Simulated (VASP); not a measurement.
Nb, 1 atom in the cell. The structure is trigonal, space group R-3m (No. 166). The conventional cell has a = 5.276 Å, b = 5.276 Å, c = 2.294 Å, α = 90.00°, β = 90.00°, γ = 120.00°. Within 3.0 Å of Nb (site symmetry -3m) lie 2 Nb at 2.29 Å.  This cell differs from its parent crystal: ratio of the length along [111] to the lengths across it x 0.71, volume and fractional coordinates fixed.

- Program: VASP 6.6.1
- Task: single point
- Functional: PBE
- Potentials or basis: VASP PAW PBE potentials, release 64 (Nb_sv)
- Cutoff: 520 eV
- k mesh: 22 × 22 × 22
- Occupations: gaussian, width 0.15 eV
- Spin: no spin polarisation
- Dipole correction: no
- Further INCAR settings: ALGO = Fast; EDIFF = 1e-06; NBANDS = 12

Potentials or basis: VASP PAW PBE potentials, release 64 (Nb_sv).

Command:

```bash
$ cat potpaw_PBE.64/Nb_sv/POTCAR > POTCAR
$ mpirun -np 1 vasp_std > vasp.out
```

Hardware: 1 thread of AMD EPYC 9R14 (Zen 4), with other jobs on the host.

Estimate the wall time of this run.

Wall time 4.1 min on 1 thread of AMD EPYC 9R14 (Zen 4), with other jobs on the host, peak memory 0.29 GiB. Counts: scf iterations 18, k points 1024.
